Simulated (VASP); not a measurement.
# SrTiO3 (Pm-3m) in VASP: notebook

Runs on SrTiO3. Level: r2SCAN. Tasks: single point.

All numbers are computed with VASP 6.6.1; they aren't measurements. Logs are shortened: lines on timing, memory, paths and dates and some standing lists are left out, and cuts for length are marked.

### 1 The cell of the first run

The structure is cubic, space group Pm-3m (No. 221). The conventional cell has a = 3.867 Å, b = 3.867 Å, c = 3.867 Å, α = 90.00°, β = 90.00°, γ = 90.00°. Within 3.6 Å of Sr (site symmetry m-3m) lie 12 O at 2.73 Å and 8 Ti at 3.35 Å. Within 2.6 Å of Ti (site symmetry m-3m) lie 6 O at 1.93 Å. Within 2.6 Å of O (site symmetry 4/mmm) lie 2 Ti at 1.93 Å.

### 2 Single point, r2SCAN (11.57 Å³/atom)

POSCAR

```
SrTiO3
1.0
    3.8673856580      0.0000000000      0.0000000000
    0.0000000000      3.8673856580      0.0000000000
    0.0000000000      0.0000000000      3.8673856580
Sr Ti O
1 1 3
Direct
    0.0000000000      0.0000000000      0.0000000000
    0.5000000000      0.5000000000      0.5000000000
    0.5000000000      0.0000000000      0.5000000000
    0.5000000000      0.5000000000      0.0000000000
    0.0000000000      0.5000000000      0.5000000000
```

INCAR.step1

```
PREC = Accurate
ENCUT = 520
ISMEAR = 0
SIGMA = 0.01
LREAL = False
LASPH = True
NELM = 60
NBANDS = 28
GGA = PE
ALGO = Normal
EDIFF = 1E-4
LWAVE = True
LCHARG = False
```

INCAR.step2

```
PREC = Accurate
ENCUT = 520
EDIFF = 1E-7
ISMEAR = 0
SIGMA = 0.01
LREAL = False
LASPH = True
NELM = 60
ALGO = Normal
ISIF = 2
LWAVE = False
LCHARG = False
METAGGA = R2SCAN
LMIXTAU = True
NBANDS = 28
ISTART = 1
```

KPOINTS

```
Automatic mesh
0
Gamma
  6 6 6
```

Potentials or basis: VASP PAW PBE potentials, release 64 (Sr_sv, Ti_sv, O).

On the command line:

```console
$ cat potpaw_PBE.64/Sr_sv/POTCAR potpaw_PBE.64/Ti_sv/POTCAR potpaw_PBE.64/O/POTCAR > POTCAR
$ cp INCAR.step1 INCAR
$ mpirun -np 1 vasp_std > vasp.out
$ cp INCAR.step2 INCAR
$ mpirun -np 1 vasp_std > vasp.out
```

OUTCAR:

```text
PREC = Accurate
   ENCUT = 520
   EDIFF = 1E-7
   ISMEAR = 0
   LREAL = False
   LASPH = True
   NELM = 60
   ISIF = 2
   METAGGA = R2SCAN
   ISTART = 1

 ion  position               nearest neighbor table
   1  0.000  0.000  0.000-   3 2.73   4 2.73   5 2.73   3 2.73   5 2.73   4 2.73   5 2.73   5 2.73
                             3 2.73   4 2.73   3 2.73   4 2.73   2 3.35   2 3.35   2 3.35   2 3.35
   2  0.500  0.500  0.500-   3 1.93   4 1.93   5 1.93   4 1.93   3 1.93   5 1.93   1 3.35   1 3.35
                             1 3.35   1 3.35   1 3.35   1 3.35   1 3.35   1 3.35
   3  0.500  0.000  0.500-   2 1.93   2 1.93   1 2.73   1 2.73   1 2.73   1 2.73
   4  0.500  0.500  0.000-   2 1.93   2 1.93   1 2.73   1 2.73   1 2.73   1 2.73
   5  0.000  0.500  0.500-   2 1.93   2 1.93   1 2.73   1 2.73   1 2.73   1 2.73

  LATTYP: Found a simple cubic cell.
 ALAT       =     3.8673856580

  Lattice vectors:

 A1 = (   3.8673856580,   0.0000000000,   0.0000000000)
 A2 = (   0.0000000000,   3.8673856580,   0.0000000000)
 A3 = (   0.0000000000,   0.0000000000,   3.8673856580)

Analysis of symmetry for initial positions (statically):
=====================================================================
 Subroutine PRICEL returns:
 Original cell was already a primitive cell.

 Routine SETGRP: Setting up the symmetry group for a
 simple cubic supercell.

 Subroutine GETGRP returns: Found 48 space group operations
 (whereof 48 operations were pure point group operations)
 out of a pool of 48 trial point group operations.

The static configuration has the point symmetry O_h .

Analysis of symmetry for dynamics (positions and initial velocities):
=====================================================================
 Subroutine PRICEL returns:
 Original cell was already a primitive cell.

 Routine SETGRP: Setting up the symmetry group for a
 simple cubic supercell.

 Subroutine GETGRP returns: Found 48 space group operations
 (whereof 48 operations were pure point group operations)
 out of a pool of 48 trial point group operations.

The dynamic configuration has the point symmetry O_h .

 Subroutine INISYM returns: Found 48 space group operations
 (whereof 48 operations are pure point group operations),
 and found     1 'primitive' translations

----------------------------------------------------------------------------------------

                                     Primitive cell

  volume of cell :      57.8432

  direct lattice vectors                    reciprocal lattice vectors
     3.867385658  0.000000000  0.000000000     0.258572609  0.000000000  0.000000000
     0.000000000  3.867385658  0.000000000     0.000000000  0.258572609  0.000000000
     0.000000000  0.000000000  3.867385658     0.000000000  0.000000000  0.258572609

  length of vectors
     3.867385658  3.867385658  3.867385658     0.258572609  0.258572609  0.258572609

  position of ions in fractional coordinates (direct lattice)
     0.000000000  0.000000000  0.000000000
     0.500000000  0.500000000  0.500000000
     0.500000000  0.000000000  0.500000000
     0.500000000  0.500000000  0.000000000
     0.000000000  0.500000000  0.500000000

  ion indices of the primitive-cell ions
   primitive index   ion index
                 1           1
                 2           2
                 3           3
                 4           4
                 5           5

----------------------------------------------------------------------------------------

 KPOINTS: Automatic mesh

Automatic generation of k-mesh.
 Grid dimensions read from file:
 generate k-points for:    6    6    6

 Generating k-lattice:

  Cartesian coordinates                     Fractional coordinates (reciprocal lattice)
     0.043095435  0.000000000  0.000000000     0.166666667  0.000000000  0.000000000
     0.000000000  0.043095435  0.000000000     0.000000000  0.166666667  0.000000000
     0.000000000  0.000000000  0.043095435     0.000000000  0.000000000  0.166666667

  Length of vectors
     0.043095435  0.043095435  0.043095435

  Shift w.r.t. Gamma in fractional coordinates (k-lattice)
     0.000000000  0.000000000  0.000000000

 Subroutine IBZKPT returns following result:
 ===========================================

 Found     20 irreducible k-points:

 Following reciprocal coordinates:
            Coordinates               Weight
  0.000000  0.000000  0.000000      1.000000
  0.166667  0.000000  0.000000      6.000000
  0.333333  0.000000  0.000000      6.000000
  0.500000  0.000000  0.000000      3.000000
  0.166667  0.166667  0.000000     12.000000
  0.333333  0.166667  0.000000     24.000000
[... 12 lines left out ...]
  0.500000  0.500000  0.333333      6.000000
  0.500000  0.500000  0.500000      1.000000
   k-points           NKPTS =     20   k-points in BZ     NKDIM =     20   number of bands    NBANDS=     28
   number of dos      NEDOS =    301   number of ions     NIONS =      5
   total plane-waves  NPLWV =  27000
   dimension x,y,z NGX =    30 NGY =   30 NGZ =   30
   dimension x,y,z NGXF=    60 NGYF=   60 NGZF=   60
   ions per type =               1   1   3
   NGX,Y,Z   is equivalent  to a cutoff of  12.90, 12.90, 12.90 a.u.
   NGXF,Y,Z  is equivalent  to a cutoff of  25.79, 25.79, 25.79 a.u.
 SYSTEM =  unknown system
   PREC   = accura    normal or accurate (medium, high low for compatibility)
   ISTART =      1    job   : 0-new  1-cont  2-samecut
   ICHARG =      0    charge: 1-file 2-atom 10-const
   ISPIN  =      1    spin polarized calculation?
   LNONCOLLINEAR =      F non collinear calculations
   LSORBIT =      F    spin-orbit coupling
   LASPH  =      T    aspherical Exc in radial PAW
   ENCUT  =  520.0 eV  38.22 Ry    6.18 a.u.   7.19  7.19  7.19*2*pi/ulx,y,z
   NELM   =     60;   NELMIN=  2; NELMDL=  0     # of ELM steps
   EDIFF  = 0.1E-06   stopping-criterion for ELM
   LREAL  =      F    real-space projection
   EDIFFG = 0.1E-05   stopping-criterion for IOM
   NSW    =      0    number of steps for IOM
   IBRION =     -1    ionic relax: 0-MD 1-quasi-New 2-CG
   NFREE  =      0    steps in history (QN), initial steepest desc. (CG)
   ISIF   =      2    stress and relaxation
   ISYM   =      2    0-nonsym 1-usesym 2-fastsym
   POTIM  = 0.5000    time-step for ionic-motion
   TEBEG  =    0.0;   TEEND  =   0.0 temperature during run
   PSTRESS=    0.0 pullay stress
   NELECT =      40.0000    total number of electrons
   NUPDOWN=      -1.0000    fix difference up-down
   EMIN   =  10.00;   EMAX   =-10.00  energy-range for DOS
   EFERMI =   0.00;   METHOD = LEGACY
   ISMEAR =     0;   SIGMA  =   0.01  broadening in eV -4-tet -1-fermi 0-gaus
   EFERMI_NEDOS =   21; number of points for ismear=-14 and -15
   IALGO  =     38    algorithm
   IMIX   =      4    mixing-type and parameters
     AMIX     =   0.40;   BMIX     =  1.00
     AMIX_MAG =   1.60;   BMIX_MAG =  1.00
  volume/ion in A,a.u.               =      11.57        78.07
  Fermi-wavevector in a.u.,A,eV,Ry     =   1.447696  2.735749 28.515409  2.095823
  Thomas-Fermi vector in A             =   2.565621
   LORBIT       =      0    0 simple, 1 ext, 2 COOP (PROOUT), +10 PAW based schemes
   METAGGA = R2SCAN    functional components
   LHFCALC =     F    Hartree Fock is set to
   AEXX    =    0.0000 exact exchange contribution
   IVDW    =     0    specifies the selected vdW correction
   LEPSILON=     F    determine dielectric tensor
   LRPA    =     F    only Hartree local field effects (RPA)
 non-spin polarized calculation
 Gauss-broadening in eV      SIGMA  =   0.01
  energy-cutoff  :      520.00
  volume of cell :       57.84
 maximum number of plane-waves:      1596
 NGX is ok and might be reduce to    30
   NGX = 15   NGY = 15   NGZ = 15

 number of electron      40.0000025 magnetization

 Free energy of the ion-electron system (eV)
  ---------------------------------------------------
  ext. energy  EPLUGINS =         0.00000000
  ---------------------------------------------------
  free energy    TOTEN  =       -63.28187488 eV

  energy without entropy =      -63.28187488  energy(sigma->0) =      -63.28187488

 E-fermi :   4.2038     XC(G=0): -12.1018

 val. band max:        4.0900594132   @ k =   0.5000   0.5000   0.5000
 cond. band min:       6.4293889826   @ k =   0.0000   0.0000   0.0000
 fundamental gap:      2.3393295694
 Fermi energy:         4.2037517300

 k-point     1 :       0.0000    0.0000    0.0000
  band No.  band energies     occupation
      1     -54.4484      2.00000
      2     -29.6913      2.00000
      3     -29.6673      2.00000
      4     -29.6673      2.00000
      5     -29.6673      2.00000
      6     -14.4337      2.00000
[... 20 lines left out ...]
     27      10.0979      0.00000
     28      11.4473      0.00000

 k-point     2 :       0.1667    0.0000    0.0000
  band No.  band energies     occupation
      1     -54.4479      2.00000
      2     -29.7522      2.00000
      3     -29.6665      2.00000
      4     -29.6664      2.00000
      5     -29.6224      2.00000
      6     -14.4388      2.00000
[... 20 lines left out ...]
     27      10.5890      0.00000
     28      12.1000      0.00000

 k-point     3 :       0.3333    0.0000    0.0000
  band No.  band energies     occupation
      1     -54.4468      2.00000
      2     -29.8195      2.00000
      3     -29.6647      2.00000
      4     -29.6647      2.00000
      5     -29.5866      2.00000
      6     -14.5437      2.00000
[... 20 lines left out ...]
     27      11.6751      0.00000
     28      12.9813      0.00000

 k-point     4 :       0.5000    0.0000    0.0000
  band No.  band energies     occupation
      1     -54.4463      2.00000
      2     -29.8481      2.00000
      3     -29.6639      2.00000
      4     -29.6638      2.00000
      5     -29.5736      2.00000
      6     -14.6194      2.00000
[... 454 lines left out ...]
     27      12.7298      0.00000
     28      13.0010      0.00000

 k-point    19 :       0.5000    0.5000    0.3333
  band No.  band energies     occupation
      1     -54.4429      2.00000
      2     -29.7533      2.00000
      3     -29.7533      2.00000
      4     -29.7295      2.00000
      5     -29.6261      2.00000
      6     -13.2405      2.00000
[... 20 lines left out ...]
     27      12.6995      0.00000
     28      13.2853      0.00000

 k-point    20 :       0.5000    0.5000    0.5000
  band No.  band energies     occupation
      1     -54.4424      2.00000
      2     -29.7522      2.00000
      3     -29.7522      2.00000
      4     -29.7522      2.00000
      5     -29.6209      2.00000
      6     -13.0339      2.00000
[... 20 lines left out ...]
     27      13.2855      0.00000
     28      13.2855      0.00000

------------------------ aborting loop because EDIFF is reached ----------------------------------------

  FORCE on cell =-STRESS in cart. coord.  units (eV):
  Direction    XX          YY          ZZ          XY          YZ          ZX
  --------------------------------------------------------------------------------------
  -------------------------------------------------------------------------------------
  Total        2.6011441      2.6011441      2.6011441      0.0000000     -0.0000000     -0.0000000
  in kB       72.0481036     72.0481036     72.0481036      0.0000000     -0.0000000     -0.0000000
  external PRESSURE =      72.0481036 kB  Pullay stress =       0.0000000 kB

 VOLUME and BASIS-vectors are now :
 -----------------------------------------------------------------------------
  energy-cutoff  :      520.00
  volume of cell :       57.84
      direct lattice vectors                 reciprocal lattice vectors
     3.867385658  0.000000000  0.000000000     0.258572609  0.000000000  0.000000000
     0.000000000  3.867385658  0.000000000     0.000000000  0.258572609  0.000000000
     0.000000000  0.000000000  3.867385658     0.000000000  0.000000000  0.258572609

 POSITION                                       TOTAL-FORCE (eV/Angst)
 -----------------------------------------------------------------------------------
      0.00000      0.00000      0.00000         0.000000      0.000000      0.000000
      1.93369      1.93369      1.93369         0.000000      0.000000      0.000000
      1.93369      0.00000      1.93369         0.000000      0.000000      0.000000
      1.93369      1.93369      0.00000         0.000000      0.000000      0.000000
      0.00000      1.93369      1.93369         0.000000      0.000000      0.000000
 -----------------------------------------------------------------------------------
    total drift:                                0.000000      0.000000     -0.000000

  FREE ENERGIE OF THE ION-ELECTRON SYSTEM (eV)
  ---------------------------------------------------
  free  energy   TOTEN  =       -63.2818748774 eV

  energy  without entropy=      -63.2818748774  energy(sigma->0) =      -63.28187488
```

It took 6.4 min on 1 thread of Intel Xeon 8259CL, shared host; peak memory 0.19 GiB.

Results:

```yaml
Free_energy: -63.2819 eV
Pressure: 7.2 GPa
Band_gap_on_the_k_mesh: 2.34 eV (least direct gap 2.70 eV)
```

Caveat: the cell stands under pressure; the PAW data sets were made with another functional, which shifts forces and pressure a little.

(Continued in part 2 of 2.)
